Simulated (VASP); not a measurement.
# GaGe (P1) in VASP: notebook

GaGe is run at these levels: PBE; tasks: single point.

Program: VASP 6.6.1. These are calculated values, not measurements. Logs are shortened: lines on timing, memory, paths and dates and some standing lists are left out, and cuts for length are marked.

## Step 1: The cell of the first run

The typed cell holds 2 atoms: a = 4.114 Å, b = 4.107 Å, c = 4.054 Å, α = 60.06°, β = 60.04°, γ = 58.59°.

## Step 2: Single point, PBE

The input, INCAR:

```
SYSTEM = GaGe
PREC     = Accurate       ! precision mode
ENCUT    = 520            ! plane-wave cutoff, eV
EDIFF    = 1E-6           ! SCF threshold, eV
ISMEAR   = 1              ! smearing method
SIGMA    = 0.1            ! smearing width, eV
LREAL    = .FALSE.        ! projectors in reciprocal space
LASPH    = .TRUE.         ! aspherical terms in the spheres
NELM     = 80             ! most SCF steps
ALGO     = Normal         ! electronic algorithm
ISIF     = 2              ! what is computed and relaxed
LWAVE    = .FALSE.        ! write WAVECAR
LCHARG   = .FALSE.        ! write CHGCAR
GGA      = PE             ! functional
NBANDS   = 20             ! bands
```

The input, KPOINTS:

```
Automatic mesh
0
G
  5 5 5
  0 0 0
```

The input, POSCAR:

```
GaGe
1.0
    0.0183900000      2.8675200000      2.9496800000
    2.8614600000      0.0214000000      2.9466800000
    2.8651800000      2.8682400000      0.0176700000
Ga Ge
1 1
Direct
    0.7470400000      0.7624000000      0.7499000000
    0.9828000000      0.0122600000      0.0002100000
```

Potentials or basis: VASP PAW PBE potentials, release 64 (Ga_d, Ge_d).

The run is started by

```console
> cat potpaw_PBE.64/Ga_d/POTCAR potpaw_PBE.64/Ge_d/POTCAR > POTCAR
> mpirun -np 1 vasp_std > vasp.out
```

OUTCAR:

```text
SYSTEM = GaGe
   PREC = Accurate
   ENCUT = 520
   EDIFF = 1E-6
   ISMEAR = 1
   LREAL = .FALSE.
   LASPH = .TRUE.
   NELM = 80
   ISIF = 2
   GGA = PE

 ion  position               nearest neighbor table
   1  0.747  0.762  0.750-   2 2.47   2 2.49   2 2.49   2 2.54
   2  0.983  0.012  0.000-   1 2.47   1 2.49   1 2.49   1 2.54

  Warning from LATTYP: Got some problem with cell dimensions!
  Tried to take original basis but could not verify dimensions!
  LATTYP: Found a triclinic cell.
 ALAT       =     4.0845576755
 B/A-ratio  =     1.3990352472
 C/A-ratio  =     1.0005178910
 COS(alpha) =     0.0002762902
 COS(beta)  =     0.5152406368
 COS(gamma) =     0.6943762362

  Lattice vectors:

 A1 = (   0.0037200000,   2.8468400000,  -2.9290100000)
 A2 = (   0.0221100000,   5.7143600000,   0.0206700000)
 A3 = (   2.8467900000,   0.0007200000,  -2.9320100000)

Analysis of symmetry for initial positions (statically):
=====================================================================
 Subroutine PRICEL returns:
 Original cell was already a primitive cell.

 Routine SETGRP: Setting up the symmetry group for a
 triclinic supercell.

 Subroutine GETGRP returns: Found  1 space group operations
 (whereof  1 operations were pure point group operations)
 out of a pool of  2 trial point group operations.

The static configuration has the point symmetry C_1 .

Analysis of symmetry for dynamics (positions and initial velocities):
=====================================================================
 Subroutine PRICEL returns:
 Original cell was already a primitive cell.

 Routine SETGRP: Setting up the symmetry group for a
 triclinic supercell.

 Subroutine GETGRP returns: Found  1 space group operations
 (whereof  1 operations were pure point group operations)
 out of a pool of  2 trial point group operations.

The dynamic configuration has the point symmetry C_1 .

 Subroutine INISYM returns: Found  1 space group operations
 (whereof  1 operations are pure point group operations),
 and found     1 'primitive' translations

----------------------------------------------------------------------------------------

                                     Primitive cell

  volume of cell :      47.9376

  direct lattice vectors                    reciprocal lattice vectors
     0.018390000  2.867520000  2.949680000    -0.176300147  0.175065194  0.169930031
     2.861460000  0.021400000  2.946680000     0.175430554 -0.176292468  0.170288306
     2.865180000  2.868240000  0.017670000     0.174947000  0.174939933 -0.171157899

  length of vectors
     4.113832914  4.107472984  4.054179246     0.301007939  0.301418349  0.300841253

  position of ions in fractional coordinates (direct lattice)
     0.747040000  0.762400000  0.749900000
     0.982800000  0.012260000  0.000210000

  ion indices of the primitive-cell ions
   primitive index   ion index
                 1           1
                 2           2

----------------------------------------------------------------------------------------

 KPOINTS: Automatic mesh

Automatic generation of k-mesh.
 Grid dimensions read from file:
 generate k-points for:    5    5    5

 Generating k-lattice:

  Cartesian coordinates                     Fractional coordinates (reciprocal lattice)
    -0.035260029  0.035013039  0.033986006     0.200000000  0.000000000  0.000000000
     0.035086111 -0.035258494  0.034057661    -0.000000000  0.200000000 -0.000000000
     0.034989400  0.034987987 -0.034231580     0.000000000  0.000000000  0.200000000

  Length of vectors
     0.060201588  0.060283670  0.060168251

  Shift w.r.t. Gamma in fractional coordinates (k-lattice)
     0.000000000  0.000000000  0.000000000

 Subroutine IBZKPT returns following result:
 ===========================================

 Found     63 irreducible k-points:

 Following reciprocal coordinates:
            Coordinates               Weight
  0.000000  0.000000  0.000000      1.000000
  0.200000  0.000000  0.000000      2.000000
  0.400000  0.000000  0.000000      2.000000
  0.000000  0.200000  0.000000      2.000000
  0.200000  0.200000  0.000000      2.000000
  0.400000  0.200000  0.000000      2.000000
[... 16 lines left out ...]
 -0.200000  0.200000  0.200000      2.000000
  0.000000  0.400000  0.200000      2.000000
 [... further k-points ...]
   k-points           NKPTS =     63   k-points in BZ     NKDIM =     63   number of bands    NBANDS=     20
   number of dos      NEDOS =    301   number of ions     NIONS =      2
   total plane-waves  NPLWV =  30720
   dimension x,y,z NGX =    32 NGY =   32 NGZ =   30
   dimension x,y,z NGXF=    64 NGYF=   64 NGZF=   60
   ions per type =               1   1
   NGX,Y,Z   is equivalent  to a cutoff of  12.93, 12.95, 12.30 a.u.
   NGXF,Y,Z  is equivalent  to a cutoff of  25.86, 25.90, 24.60 a.u.
 SYSTEM =  GaGe
   PREC   = accura    normal or accurate (medium, high low for compatibility)
   ISTART =      0    job   : 0-new  1-cont  2-samecut
   ICHARG =      2    charge: 1-file 2-atom 10-const
   ISPIN  =      1    spin polarized calculation?
   LNONCOLLINEAR =      F non collinear calculations
   LSORBIT =      F    spin-orbit coupling
   LASPH  =      T    aspherical Exc in radial PAW
   ENCUT  =  520.0 eV  38.22 Ry    6.18 a.u.   7.65  7.64  7.54*2*pi/ulx,y,z
   NELM   =     80;   NELMIN=  2; NELMDL= -5     # of ELM steps
   EDIFF  = 0.1E-05   stopping-criterion for ELM
   LREAL  =      F    real-space projection
   EDIFFG = 0.1E-04   stopping-criterion for IOM
   NSW    =      0    number of steps for IOM
   IBRION =     -1    ionic relax: 0-MD 1-quasi-New 2-CG
   NFREE  =      0    steps in history (QN), initial steepest desc. (CG)
   ISIF   =      2    stress and relaxation
   ISYM   =      2    0-nonsym 1-usesym 2-fastsym
   POTIM  = 0.5000    time-step for ionic-motion
   TEBEG  =    0.0;   TEEND  =   0.0 temperature during run
   PSTRESS=    0.0 pullay stress
   NELECT =      27.0000    total number of electrons
   NUPDOWN=      -1.0000    fix difference up-down
   EMIN   =  10.00;   EMAX   =-10.00  energy-range for DOS
   EFERMI =   0.00;   METHOD = LEGACY
   ISMEAR =     1;   SIGMA  =   0.10  broadening in eV -4-tet -1-fermi 0-gaus
   EFERMI_NEDOS =   21; number of points for ismear=-14 and -15
   IALGO  =     38    algorithm
   IMIX   =      4    mixing-type and parameters
     AMIX     =   0.40;   BMIX     =  1.00
     AMIX_MAG =   1.60;   BMIX_MAG =  1.00
  volume/ion in A,a.u.               =      23.97       161.75
  Fermi-wavevector in a.u.,A,eV,Ry     =   1.351981  2.554874 24.869450  1.827853
  Thomas-Fermi vector in A             =   2.479358
   LORBIT       =      0    0 simple, 1 ext, 2 COOP (PROOUT), +10 PAW based schemes
   GGA     = PE    functional components
   LHFCALC =     F    Hartree Fock is set to
   AEXX    =    0.0000 exact exchange contribution
   IVDW    =     0    specifies the selected vdW correction
   LEPSILON=     F    determine dielectric tensor
   LRPA    =     F    only Hartree local field effects (RPA)
 non-spin polarized calculation
 Methfessel and Paxton  Order N= 1 SIGMA  =   0.10
  energy-cutoff  :      520.00
  volume of cell :       47.94
 maximum number of plane-waves:      1305
   NGX = 15   NGY = 15   NGZ = 15

 number of electron      26.9999995 magnetization

 Free energy of the ion-electron system (eV)
  ---------------------------------------------------
  ext. energy  EPLUGINS =         0.00000000
  ---------------------------------------------------
  free energy    TOTEN  =        -7.14373155 eV

  energy without entropy =       -7.14507940  energy(sigma->0) =       -7.14418083

 E-fermi :   3.1975     XC(G=0):  -9.6206

 val. band max:        3.1345576881   @ k =  -0.4000   0.2000  -0.0000
 cond. band min:       3.2253045053   @ k =   0.2000   0.0000   0.2000
 fundamental gap:      0.0907468172
 Fermi energy:         3.1974504525

 k-point     1 :       0.0000    0.0000    0.0000
  band No.  band energies     occupation
      1     -20.7708      2.00000
      2     -20.7689      2.00000
      3     -20.7593      2.00000
      4     -20.7494      2.00000
      5     -20.7407      2.00000
      6     -11.1876      2.00000
[... 12 lines left out ...]
     19      10.9530      0.00000
     20      13.6905      0.00000

 k-point     2 :       0.2000    0.0000    0.0000
  band No.  band energies     occupation
      1     -20.7696      2.00000
      2     -20.7687      2.00000
      3     -20.7584      2.00000
      4     -20.7492      2.00000
      5     -20.7406      2.00000
      6     -11.1918      2.00000
[... 12 lines left out ...]
     19      12.4059      0.00000
     20      12.7486      0.00000

 k-point     3 :       0.4000    0.0000    0.0000
  band No.  band energies     occupation
      1     -20.7690      2.00000
      2     -20.7670      2.00000
      3     -20.7573      2.00000
      4     -20.7486      2.00000
      5     -20.7404      2.00000
      6     -11.2089      2.00000
[... 12 lines left out ...]
     19      13.3168      0.00000
     20      14.2815      0.00000

 k-point     4 :       0.0000    0.2000    0.0000
  band No.  band energies     occupation
      1     -20.7702      2.00000
      2     -20.7681      2.00000
      3     -20.7584      2.00000
      4     -20.7492      2.00000
      5     -20.7406      2.00000
      6     -11.1954      2.00000
[... 12 lines left out ...]
     19      12.4442      0.00000
     20      12.6576      0.00000

 k-point     5 :       0.2000    0.2000    0.0000
  band No.  band energies     occupation
      1     -20.7719      2.00000
      2     -20.7671      2.00000
      3     -20.7575      2.00000
      4     -20.7483      2.00000
      5     -20.7413      2.00000
      6     -11.2046      2.00000
[... 12 lines left out ...]
     19      11.0620      0.00000
     20      13.5433      0.00000
[... 353 lines left out ...]
      6     -11.2037      2.00000
[... 12 lines left out ...]
     19      11.8297      0.00000
     20      14.3165      0.00000

 k-point    22 :      -0.4000    0.2000    0.2000
  band No.  band energies     occupation
      1     -20.7683      2.00000
      2     -20.7666      2.00000
      3     -20.7572      2.00000
      4     -20.7490      2.00000
      5     -20.7397      2.00000
      6     -11.2145      2.00000
[... 12 lines left out ...]
     19      13.0331      0.00000
     20      14.1113      0.00000

 k-point    23 :      -0.2000    0.2000    0.2000
  band No.  band energies     occupation
      1     -20.7690      2.00000
      2     -20.7664      2.00000
      3     -20.7575      2.00000
      4     -20.7496      2.00000
      5     -20.7395      2.00000
      6     -11.2134      2.00000
[... 12 lines left out ...]
     19      14.2606      0.00000
     20      14.8892      0.00000

 k-point    24 :       0.0000    0.4000    0.2000
  band No.  band energies     occupation
      1     -20.7696      2.00000
      2     -20.7659      2.00000
      3     -20.7574      2.00000
      4     -20.7497      2.00000
      5     -20.7395      2.00000
      6     -11.2143      2.00000
[... 12 lines left out ...]
     19      14.1586      0.00000
     20      14.8443      0.00000

 [... further k-points ...]
[... 5 lines left out ...]
  --------------------------------------------------------------------------------------
  -------------------------------------------------------------------------------------
  Total        0.1981741      0.1382956      0.2075768      0.3758367     -0.1192527      0.2016847
  in kB        6.6234008      4.6221343      6.9376617     12.5612676     -3.9856808      6.7407338
  external PRESSURE =       6.0610656 kB  Pullay stress =       0.0000000 kB

 VOLUME and BASIS-vectors are now :
 -----------------------------------------------------------------------------
  energy-cutoff  :      520.00
  volume of cell :       47.94
      direct lattice vectors                 reciprocal lattice vectors
     0.018390000  2.867520000  2.949680000    -0.176300147  0.175065194  0.169930031
     2.861460000  0.021400000  2.946680000     0.175430554 -0.176292468  0.170288306
     2.865180000  2.868240000  0.017670000     0.174947000  0.174939933 -0.171157899

 POSITION                                       TOTAL-FORCE (eV/Angst)
 -----------------------------------------------------------------------------------
      4.34391      4.30936      4.46333         0.022559     -0.222741     -0.139517
      0.05376      2.81906      2.93508        -0.022559      0.222741      0.139517
 -----------------------------------------------------------------------------------
    total drift:                                0.000246      0.000041     -0.000110

  FREE ENERGIE OF THE ION-ELECTRON SYSTEM (eV)
  ---------------------------------------------------
  free  energy   TOTEN  =        -7.1437315507 eV

  energy  without entropy=       -7.1450793970  energy(sigma->0) =       -7.14418083
```

It took 56 s on 1 thread of AMD EPYC 7R43 (Zen 3), shared host; peak memory 0.18 GiB.

Results:

```
Free energy   : -7.1437 eV
Pressure      : 0.6 GPa
Largest force : 0.264 eV/Å
```

Forces on the atoms (eV/Å):
```
Ga   0.023 -0.223 -0.140
Ge  -0.023  0.223  0.140
```

Levels at points of the mesh, in eV from the Fermi level:
| k point | band 10 | band 11 | band 12 | band 13 | band 14 | band 15 | band 16 | band 17 | band 18 | band 19 |
| --- | --- | --- | --- | --- | --- | --- | --- | --- | --- | --- |
| (0.00, 0.00, 0.00) | -14.31 | -10.63 | 1.47 | 1.69 | 1.94 | 2.18 | 4.27 | 4.41 | 4.49 | 7.76 |

Caveat: the k points lie up to 0.38 Å⁻¹ apart.

## Step 3: Single point, PBE

The input, INCAR:

```
ALGO = Normal
EDIFF = 1E-6
ENCUT = 520
GGA = PE
ISIF = 2
ISMEAR = 1
LASPH = True
LCHARG = True
LELF = True
LREAL = False
LVHAR = True
LWAVE = False
NBANDS = 20
NELM = 80
PREC = Accurate
SIGMA = 0.1
```

The input, KPOINTS:

```
k-points
0
Gamma
  5 5 5
```

POSCAR is that of step 2.

Potentials or basis: VASP PAW PBE potentials, release 64 (Ga_d, Ge_d).

The run is started by

```console
> cat potpaw_PBE.64/Ga_d/POTCAR potpaw_PBE.64/Ge_d/POTCAR > POTCAR
> mpirun -np 1 vasp_std > vasp.out
```

OUTCAR:

```text
EDIFF = 1E-6
   ENCUT = 520
   GGA = PE
   ISIF = 2
   ISMEAR = 1
   LASPH = True
   LREAL = False
   NELM = 80
   PREC = Accurate

 ion  position               nearest neighbor table
   1  0.747  0.762  0.750-   2 2.47   2 2.49   2 2.49   2 2.54
   2  0.983  0.012  0.000-   1 2.47   1 2.49   1 2.49   1 2.54

  Warning from LATTYP: Got some problem with cell dimensions!
  Tried to take original basis but could not verify dimensions!
  LATTYP: Found a triclinic cell.
 ALAT       =     4.0845576755
 B/A-ratio  =     1.3990352472
 C/A-ratio  =     1.0005178910
 COS(alpha) =     0.0002762902
 COS(beta)  =     0.5152406368
[... 196 lines left out ...]
      6     -11.1876      2.00000
[... 541 lines left out ...]
     19      14.1586      0.00000
     20      14.8443      0.00000

 [... further k-points ...]
[... 5 lines left out ...]
  --------------------------------------------------------------------------------------
  -------------------------------------------------------------------------------------
  Total        0.1981741      0.1382956      0.2075768      0.3758367     -0.1192527      0.2016847
  in kB        6.6234008      4.6221343      6.9376617     12.5612676     -3.9856808      6.7407338
  external PRESSURE =       6.0610656 kB  Pullay stress =       0.0000000 kB

 VOLUME and BASIS-vectors are now :
 -----------------------------------------------------------------------------
  energy-cutoff  :      520.00
  volume of cell :       47.94
      direct lattice vectors                 reciprocal lattice vectors
     0.018390000  2.867520000  2.949680000    -0.176300147  0.175065194  0.169930031
     2.861460000  0.021400000  2.946680000     0.175430554 -0.176292468  0.170288306
     2.865180000  2.868240000  0.017670000     0.174947000  0.174939933 -0.171157899

 POSITION                                       TOTAL-FORCE (eV/Angst)
 -----------------------------------------------------------------------------------
      4.34391      4.30936      4.46333         0.022559     -0.222741     -0.139517
      0.05376      2.81906      2.93508        -0.022559      0.222741      0.139517
 -----------------------------------------------------------------------------------
    total drift:                                0.000246      0.000041     -0.000110

  FREE ENERGIE OF THE ION-ELECTRON SYSTEM (eV)
  ---------------------------------------------------
  free  energy   TOTEN  =        -7.1437315507 eV

  energy  without entropy=       -7.1450793970  energy(sigma->0) =       -7.14418083
```

OSZICAR:

```text
N       E                     dE             d eps       ncg     rms          rms(c)
DAV:   1     0.161732471826E+03    0.16173E+03   -0.13969E+04  2704   0.304E+03
DAV:   2     0.162329409981E+02   -0.14550E+03   -0.14209E+03  2560   0.533E+02
DAV:   3    -0.646427199331E+01   -0.22697E+02   -0.22576E+02  2792   0.136E+02
DAV:   4    -0.716855167614E+01   -0.70428E+00   -0.70392E+00  2904   0.258E+01
DAV:   5    -0.718030604800E+01   -0.11754E-01   -0.11754E-01  2772   0.367E+00    0.220E+00
DAV:   6    -0.714872974001E+01    0.31576E-01   -0.73453E-02  3236   0.398E+00    0.127E+00
DAV:   7    -0.714301290442E+01    0.57168E-02   -0.27409E-02  3344   0.198E+00    0.258E-01
DAV:   8    -0.714349986973E+01   -0.48697E-03   -0.52508E-03  2700   0.840E-01    0.586E-02
DAV:   9    -0.714369648529E+01   -0.19662E-03   -0.50426E-04  2840   0.269E-01    0.231E-02
DAV:  10    -0.714372431892E+01   -0.27834E-04   -0.49867E-05  3140   0.579E-02    0.848E-03
DAV:  11    -0.714373143779E+01   -0.71189E-05   -0.13247E-05  2332   0.280E-02    0.135E-03
DAV:  12    -0.714373155068E+01   -0.11290E-06   -0.79578E-07  2088   0.126E-02
   1 F= -.71437316E+01 E0= -.71441808E+01  d E =0.134785E-02
```

Wall time 61 s (1 thread of AMD EPYC 7R43 (Zen 3), shared host); peak memory 0.18 GiB.

Results:

```yaml
Free_energy: -7.1437 eV
Pressure: 0.6 GPa
Largest_force: 0.264 eV/Å
```

Forces in eV/Å, atoms in the order of the input:
```
Ga   0.023 -0.223 -0.140
Ge  -0.023  0.223  0.140
```

Caveat: the k points lie up to 0.38 Å⁻¹ apart.
